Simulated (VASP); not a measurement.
# YbAs4Pt (F-43m) in VASP: density of states with PBE

Aim: the density of states of YbAs4Pt with PBE.

All numbers are computed with VASP 6.6.1; they aren't measurements. Logs are shortened: lines on timing, memory, paths and dates and some standing lists are left out, and cuts for length are marked.

## (1) The cell of the first run

The structure is cubic, space group F-43m (No. 216). Conventional cell: a = 7.585 Å, b = 7.585 Å, c = 7.585 Å, α = 90.00°, β = 90.00°, γ = 90.00°. Within 3.5 Å of As (site symmetry 3m) lie 6 As at 2.66 to 2.70 Å and 3 Pt at 3.14 Å and 3 Yb at 3.15 Å. Pt (site symmetry -43m) has 12 As at 3.14 Å and 4 Yb at 3.28 Å within 4.1 Å. Yb (site symmetry -43m) has 12 As at 3.15 Å and 4 Pt at 3.28 Å within 4.1 Å.

## (2) Density of states, PBE

The input, POSCAR:

```
YbAs4Pt
1.0
    0.0000000000      3.7924420000      3.7924420000
    3.7924420000      0.0000000000      3.7924420000
    3.7924420000      3.7924420000      0.0000000000
As Pt Yb
4 1 1
Direct
    0.3741300000      0.3741300000      0.3741300000
    0.8776100000      0.3741300000      0.3741300000
    0.3741300000      0.3741300000      0.8776100000
    0.3741300000      0.8776100000      0.3741300000
    0.0000000000      0.0000000000      0.0000000000
    0.7500000000      0.7500000000      0.7500000000
```

The input, INCAR.step1:

```
SYSTEM = YbAs4Pt
  ALGO = Normal
  EDIFF = 1E-7
  ENCUT = 520
  GGA = PE
  ISIF = 2
  ISMEAR = -1
  LASPH = .True.
  LCHARG = .True.
  LMAXMIX = 6
  LREAL = .False.
  LWAVE = .False.
  NBANDS = 36
  NELM = 60
  PREC = Accurate
  SIGMA = 0.1
```

The input, KPOINTS.step1:

```
k-points
0
Gamma
  6 6 6
  0 0 0
```

The input, INCAR.step2:

```
SYSTEM = YbAs4Pt
  ALGO = Normal
  EDIFF = 1E-7
  ENCUT = 520
  GGA = PE
  ICHARG = 11
  ISIF = 2
  ISMEAR = -5
  LASPH = .True.
  LCHARG = .False.
  LMAXMIX = 6
  LORBIT = 11
  LREAL = .False.
  LWAVE = .False.
  NBANDS = 36
  NEDOS = 1001
  NELM = 60
  PREC = Accurate
  SIGMA = 0.1
```

The input, KPOINTS.step2:

```
k-points
0
Gamma
  9 9 9
  0 0 0
```

Potentials or basis: VASP PAW PBE potentials, release 64 (As, Pt, Yb).

On the command line:

```console
$ cat potpaw_PBE.64/As/POTCAR potpaw_PBE.64/Pt/POTCAR potpaw_PBE.64/Yb/POTCAR > POTCAR
$ cp INCAR.step1 INCAR
$ cp KPOINTS.step1 KPOINTS
$ mpirun -np 1 vasp_std > vasp.out
$ cp INCAR.step2 INCAR
$ cp KPOINTS.step2 KPOINTS
$ mpirun -np 1 vasp_std > vasp.out
```

OUTCAR:

```text
SYSTEM = YbAs4Pt
   EDIFF = 1E-7
   ENCUT = 520
   GGA = PE
   ICHARG = 11
   ISIF = 2
   ISMEAR = -5
   LASPH = .True.
   LORBIT = 11
   LREAL = .False.
   NELM = 60
   PREC = Accurate

 ion  position               nearest neighbor table
   1  0.374  0.374  0.374-   2 2.66   3 2.66   4 2.66   2 2.70   4 2.70   3 2.70   5 3.14   5 3.14
                             5 3.14   6 3.15   6 3.15   6 3.15
   2  0.878  0.374  0.374-   1 2.66   3 2.66   4 2.66   4 2.70   3 2.70   1 2.70   5 3.14   5 3.14
                             5 3.14   6 3.15   6 3.15   6 3.15
   3  0.374  0.374  0.878-   1 2.66   2 2.66   4 2.66   4 2.70   2 2.70   1 2.70   5 3.14   5 3.14
                             5 3.14   6 3.15   6 3.15   6 3.15
   4  0.374  0.878  0.374-   1 2.66   2 2.66   3 2.66   2 2.70   3 2.70   1 2.70   5 3.14   5 3.14
                             5 3.14   6 3.15   6 3.15   6 3.15
   5  0.000  0.000  0.000-   1 3.14   3 3.14   1 3.14   3 3.14   2 3.14   4 3.14   2 3.14   2 3.14
                             3 3.14   4 3.14   1 3.14   4 3.14   6 3.28   6 3.28   6 3.28   6 3.28
   6  0.750  0.750  0.750-   1 3.15   3 3.15   4 3.15   1 3.15   2 3.15   3 3.15   1 3.15   2 3.15
                             4 3.15   2 3.15   3 3.15   4 3.15   5 3.28   5 3.28   5 3.28   5 3.28

  LATTYP: Found a face centered cubic cell.
 ALAT       =     7.5848840000

  Lattice vectors:

 A1 = (   0.0000000000,   3.7924420000,   3.7924420000)
 A2 = (   3.7924420000,   0.0000000000,   3.7924420000)
 A3 = (   3.7924420000,   3.7924420000,   0.0000000000)

Analysis of symmetry for initial positions (statically):
=====================================================================
 Subroutine PRICEL returns:
 Original cell was already a primitive cell.

 Routine SETGRP: Setting up the symmetry group for a
 face centered cubic supercell.

 Subroutine GETGRP returns: Found 24 space group operations
 (whereof 24 operations were pure point group operations)
 out of a pool of 48 trial point group operations.

The static configuration has the point symmetry T_d .

Analysis of symmetry for dynamics (positions and initial velocities):
=====================================================================
 Subroutine PRICEL returns:
 Original cell was already a primitive cell.

 Routine SETGRP: Setting up the symmetry group for a
 face centered cubic supercell.

 Subroutine GETGRP returns: Found 24 space group operations
 (whereof 24 operations were pure point group operations)
 out of a pool of 48 trial point group operations.

The dynamic configuration has the point symmetry T_d .

 Subroutine INISYM returns: Found 24 space group operations
 (whereof 24 operations are pure point group operations),
 and found     1 'primitive' translations

----------------------------------------------------------------------------------------

                                     Primitive cell

  volume of cell :     109.0905

  direct lattice vectors                    reciprocal lattice vectors
     0.000000000  3.792442000  3.792442000    -0.131841173  0.131841173  0.131841173
     3.792442000  0.000000000  3.792442000     0.131841173 -0.131841173  0.131841173
     3.792442000  3.792442000  0.000000000     0.131841173  0.131841173 -0.131841173

  length of vectors
     5.363322911  5.363322911  5.363322911     0.228355609  0.228355609  0.228355609

  position of ions in fractional coordinates (direct lattice)
     0.374130000  0.374130000  0.374130000
     0.877610000  0.374130000  0.374130000
     0.374130000  0.374130000  0.877610000
     0.374130000  0.877610000  0.374130000
     0.000000000  0.000000000  0.000000000
     0.750000000  0.750000000  0.750000000

  ion indices of the primitive-cell ions
   primitive index   ion index
                 1           1
                 2           2
                 3           3
                 4           4
                 5           5
                 6           6

----------------------------------------------------------------------------------------

 KPOINTS: k-points

Automatic generation of k-mesh.
 Grid dimensions read from file:
 generate k-points for:    9    9    9

 Generating k-lattice:

  Cartesian coordinates                     Fractional coordinates (reciprocal lattice)
    -0.014649019  0.014649019  0.014649019     0.111111111  0.000000000  0.000000000
     0.014649019 -0.014649019  0.014649019     0.000000000  0.111111111  0.000000000
     0.014649019  0.014649019 -0.014649019     0.000000000  0.000000000  0.111111111

  Length of vectors
     0.025372845  0.025372845  0.025372845

  Shift w.r.t. Gamma in fractional coordinates (k-lattice)
     0.000000000  0.000000000  0.000000000

 TETIRR: Found    115 inequivalent tetrahedra from     4374

 Subroutine IBZKPT returns following result:
 ===========================================

 Found     35 irreducible k-points:

 Following reciprocal coordinates:
            Coordinates               Weight
  0.000000  0.000000  0.000000      1.000000
  0.111111  0.000000  0.000000      8.000000
  0.222222  0.000000  0.000000      8.000000
  0.333333  0.000000  0.000000      8.000000
  0.444444  0.000000  0.000000      8.000000
  0.111111  0.111111  0.000000      6.000000
[... 16 lines left out ...]
 -0.333333  0.333333  0.000000     12.000000
  0.444444  0.444444  0.000000      6.000000
 [... further k-points ...]
   k-points           NKPTS =     35   k-points in BZ     NKDIM =     35   number of bands    NBANDS=     36
   number of dos      NEDOS =   1001   number of ions     NIONS =      6
   total plane-waves  NPLWV =  64000
   dimension x,y,z NGX =    40 NGY =   40 NGZ =   40
   dimension x,y,z NGXF=    80 NGYF=   80 NGZF=   80
   ions per type =               4   1   1
   NGX,Y,Z   is equivalent  to a cutoff of  12.40, 12.40, 12.40 a.u.
   NGXF,Y,Z  is equivalent  to a cutoff of  24.80, 24.80, 24.80 a.u.
 SYSTEM =  YbAs4Pt
   PREC   = accura    normal or accurate (medium, high low for compatibility)
   ISTART =      0    job   : 0-new  1-cont  2-samecut
   ICHARG =     11    charge: 1-file 2-atom 10-const
   ISPIN  =      1    spin polarized calculation?
   LNONCOLLINEAR =      F non collinear calculations
   LSORBIT =      F    spin-orbit coupling
   LASPH  =      T    aspherical Exc in radial PAW
   ENCUT  =  520.0 eV  38.22 Ry    6.18 a.u.   9.97  9.97  9.97*2*pi/ulx,y,z
   NELM   =     60;   NELMIN=  2; NELMDL=  0     # of ELM steps
   EDIFF  = 0.1E-06   stopping-criterion for ELM
   LREAL  =      F    real-space projection
   EDIFFG = 0.1E-05   stopping-criterion for IOM
   NSW    =      0    number of steps for IOM
   IBRION =     -1    ionic relax: 0-MD 1-quasi-New 2-CG
   NFREE  =      0    steps in history (QN), initial steepest desc. (CG)
   ISIF   =      2    stress and relaxation
   ISYM   =      2    0-nonsym 1-usesym 2-fastsym
   POTIM  = 0.5000    time-step for ionic-motion
   TEBEG  =    0.0;   TEEND  =   0.0 temperature during run
   PSTRESS=    0.0 pullay stress
   NELECT =      54.0000    total number of electrons
   NUPDOWN=      -1.0000    fix difference up-down
   EMIN   =  10.00;   EMAX   =-10.00  energy-range for DOS
   EFERMI =   0.00;   METHOD = LEGACY
   ISMEAR =    -5;   SIGMA  =   0.10  broadening in eV -4-tet -1-fermi 0-gaus
   EFERMI_NEDOS =   21; number of points for ismear=-14 and -15
   IALGO  =     38    algorithm
   IMIX   =      4    mixing-type and parameters
     AMIX     =   0.40;   BMIX     =  1.00
     AMIX_MAG =   1.60;   BMIX_MAG =  1.00
  volume/ion in A,a.u.               =      18.18       122.70
  Fermi-wavevector in a.u.,A,eV,Ry     =   1.295022  2.447237 22.818085  1.677082
  Thomas-Fermi vector in A             =   2.426568
   LORBIT       =     11    0 simple, 1 ext, 2 COOP (PROOUT), +10 PAW based schemes
   GGA     = PE    functional components
   LHFCALC =     F    Hartree Fock is set to
   AEXX    =    0.0000 exact exchange contribution
   IVDW    =     0    specifies the selected vdW correction
   LEPSILON=     F    determine dielectric tensor
   LRPA    =     F    only Hartree local field effects (RPA)
 non-spin polarized calculation
 Fermi weights with tetrahedron method with Bloechl corrections
  energy-cutoff  :      520.00
  volume of cell :      109.09
 maximum number of plane-waves:      2957

 number of electron      53.9999988 magnetization

 Free energy of the ion-electron system (eV)
  ---------------------------------------------------
  ext. energy  EPLUGINS =         0.00000000
  ---------------------------------------------------
  free energy    TOTEN  =       -28.07691771 eV

  energy without entropy =      -28.07691771  energy(sigma->0) =      -28.07691771

 E-fermi :   6.9879     XC(G=0): -11.4843

 val. band max:        6.9780529719   @ k =   0.3333   0.2222   0.0000
 cond. band min:       6.8156410073   @ k =   0.4444   0.2222   0.0000
 fundamental gap:     -0.1624119646
 Fermi energy:         6.9878982686

 k-point     1 :       0.0000    0.0000    0.0000
  band No.  band energies     occupation
      1     -44.6249      2.00000
      2     -16.9487      2.00000
      3     -16.9487      2.00000
      4     -16.9487      2.00000
      5      -8.4874      2.00000
      6      -2.5284      2.00000
[... 28 lines left out ...]
     35      12.1506      0.00000
     36      12.1812      0.00000

 k-point     2 :       0.1111    0.0000    0.0000
  band No.  band energies     occupation
      1     -44.6249      2.00000
      2     -16.9511      2.00000
      3     -16.9489      2.00000
      4     -16.9489      2.00000
      5      -8.4076      2.00000
      6      -3.1876      2.00000
[... 28 lines left out ...]
     35      12.2148      0.00000
     36      12.2885      0.00000

 k-point     3 :       0.2222    0.0000    0.0000
  band No.  band energies     occupation
      1     -44.6249      2.00000
      2     -16.9571      2.00000
      3     -16.9495      2.00000
      4     -16.9495      2.00000
      5      -8.1784      2.00000
      6      -4.1455      2.00000
[... 28 lines left out ...]
     35      12.0395      0.00000
     36      12.0510      0.00000

 k-point     4 :       0.3333    0.0000    0.0000
  band No.  band energies     occupation
      1     -44.6248      2.00000
      2     -16.9640      2.00000
      3     -16.9501      2.00000
      4     -16.9501      2.00000
      5      -7.8405      2.00000
      6      -5.0006      2.00000
[... 28 lines left out ...]
     35      12.0820      0.00000
     36      12.0850      0.00000

 k-point     5 :       0.4444    0.0000    0.0000
  band No.  band energies     occupation
      1     -44.6248      2.00000
      2     -16.9684      2.00000
      3     -16.9505      2.00000
      4     -16.9505      2.00000
      5      -7.5219      2.00000
      6      -5.5823      2.00000
[... 655 lines left out ...]
 k-point    22 :      -0.4444    0.3333    0.0000
  band No.  band energies     occupation
      1     -44.6248      2.00000
      2     -16.9651      2.00000
      3     -16.9573      2.00000
      4     -16.9534      2.00000
      5      -6.9731      2.00000
      6      -6.1931      2.00000
[... 28 lines left out ...]
     35      11.7557      0.00000
     36      12.1979      0.00000

 k-point    23 :      -0.3333    0.3333    0.0000
  band No.  band energies     occupation
      1     -44.6248      2.00000
      2     -16.9637      2.00000
      3     -16.9592      2.00000
      4     -16.9523      2.00000
      5      -7.0575      2.00000
      6      -6.0729      2.00000
[... 28 lines left out ...]
     35      11.6804      0.00000
     36      11.8827      0.00000

 k-point    24 :       0.4444    0.4444    0.0000
  band No.  band energies     occupation
      1     -44.6248      2.00000
      2     -16.9667      2.00000
      3     -16.9545      2.00000
      4     -16.9545      2.00000
      5      -6.9906      2.00000
      6      -6.2172      2.00000
[... 28 lines left out ...]
     35      12.2386      0.00000
     36      12.6071      0.00000

 [... further k-points ...]
[... 5 lines left out ...]
  --------------------------------------------------------------------------------------
  -------------------------------------------------------------------------------------
  Total       -4.1974553     -4.1974553     -4.1974553     -0.0000000      0.0000000      0.0000000
  in kB      -61.6466984    -61.6466984    -61.6466984     -0.0000000      0.0000000      0.0000000
  external PRESSURE =     -61.6466984 kB  Pullay stress =       0.0000000 kB

 VOLUME and BASIS-vectors are now :
 -----------------------------------------------------------------------------
  energy-cutoff  :      520.00
  volume of cell :      109.09
      direct lattice vectors                 reciprocal lattice vectors
     0.000000000  3.792442000  3.792442000    -0.131841173  0.131841173  0.131841173
     3.792442000  0.000000000  3.792442000     0.131841173 -0.131841173  0.131841173
     3.792442000  3.792442000  0.000000000     0.131841173  0.131841173 -0.131841173

 POSITION                                       TOTAL-FORCE (eV/Angst)
 -----------------------------------------------------------------------------------
      2.83773      2.83773      2.83773         0.002623      0.002623      0.002623
      2.83773      4.74715      4.74715         0.002623     -0.002623     -0.002623
      4.74715      4.74715      2.83773        -0.002623     -0.002623      0.002623
      4.74715      2.83773      4.74715        -0.002623      0.002623     -0.002623
      0.00000      0.00000      0.00000        -0.000000     -0.000000      0.000000
      5.68866      5.68866      5.68866        -0.000000     -0.000000      0.000000
 -----------------------------------------------------------------------------------
    total drift:                                0.000000      0.000000     -0.000000

  FREE ENERGIE OF THE ION-ELECTRON SYSTEM (eV)
  ---------------------------------------------------
  free  energy   TOTEN  =       -28.0769177113 eV

  energy  without entropy=      -28.0769177113  energy(sigma->0) =      -28.07691771

 total charge

# of ion       s       p       d       f       tot
--------------------------------------------------
    1        1.330   1.321   0.080   0.000   2.731
    2        1.330   1.321   0.080   0.000   2.731
    3        1.330   1.321   0.080   0.000   2.731
    4        1.330   1.321   0.080   0.000   2.731
    5        0.622   0.231   8.180   0.000   9.033
    6        2.117   6.018   0.445  13.580  22.159
--------------------------------------------------
tot          8.060  11.531   8.946  13.580  42.117
```

Run time: 3.8 min. Hardware: 1 thread of Intel Xeon Platinum 8488C (Sapphire Rapids), shared host; peak memory 0.33 GiB.

What came out:

| Item | Value |
| --- | --- |
| Valence electrons inside the program's atomic spheres | As 2.73; Pt 9.03; Yb 22.16 |

Caveat: spin-orbit coupling is left out, which moves the levels of the heavy elements; without U or exact exchange the open f shell lies at the Fermi level, which spoils levels, moments and volumes; tetrahedron occupations give inexact forces and stress in metals.
